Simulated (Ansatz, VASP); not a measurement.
**Two plane-wave programs on PbO**

The input INCAR:

```
SYSTEM = PbO
PREC = Accurate
ENCUT = 520
EDIFF = 1E-6
ISMEAR = 0
SIGMA = 0.01
LREAL = .False.
LASPH = .True.
NELM = 100
ALGO = Normal
ISIF = 2
LWAVE = .False.
LCHARG = .False.
GGA = PE
NBANDS = 28
```

File KPOINTS:

```
regular mesh
0
Gamma
  4 4 3
  0 0 0
```

File POSCAR:

```
PbO
1.0
    3.9900000000      0.0000000000      0.0000000000
    0.0000000000      3.9900000000      0.0000000000
    0.0000000000      0.0000000000      5.0100000000
Pb O
2 2
Direct
    0.0000000000      0.5000000000      0.2400000000
    0.5000000000      0.0000000000      0.7600000000
    0.0000000000      0.0000000000      0.0000000000
    0.5000000000      0.5000000000      0.0000000000
```

Input for Ansatz:

```yaml
crystal:
  lattice:
    - [3.99, 0.0, 0.0]
    - [0.0, 3.99, 0.0]
    - [0.0, 0.0, 5.01]
  atoms:
    - { symbol: Pb, position: [0.0, 0.5, 0.24] }
    - { symbol: Pb, position: [0.5, 0.0, 0.76] }
    - { symbol: O, position: [0.0, 0.0, 0.0] }
    - { symbol: O, position: [0.5, 0.5, 0.0] }
kpoints:
  mp_grid:
    grid: [4, 4, 3]
hamiltonian:
  xc: pbe
  pseudopotentials:
    kind: nc
scf:
  max_iter: 60
  n_extra_bands: 4
  occupations:
    method: fixed
output:
  eigenvalues: true
```

Alike in both runs: task single point; functional PBE; k mesh 4 × 4 × 3; no spin polarisation.

```csv
,VASP,Ansatz
version,VASP 6.6.1,Ansatz 0.2.0
potentials or method,"VASP PAW PBE potentials, release 64 (Pb_d, O)","plane waves, norm-conserving potentials"
plane-wave cutoff (eV),520,1240
occupations,"gaussian, width 0.01 eV",fixed
valence electrons in the cell,40,40
```

|  | VASP | Ansatz | Ansatz less VASP |
| --- | --- | --- | --- |
| gap on the k mesh at the Fermi level (eV) | 1.16 | 1.16 | -0.001 |

Spin-orbit coupling is off throughout.
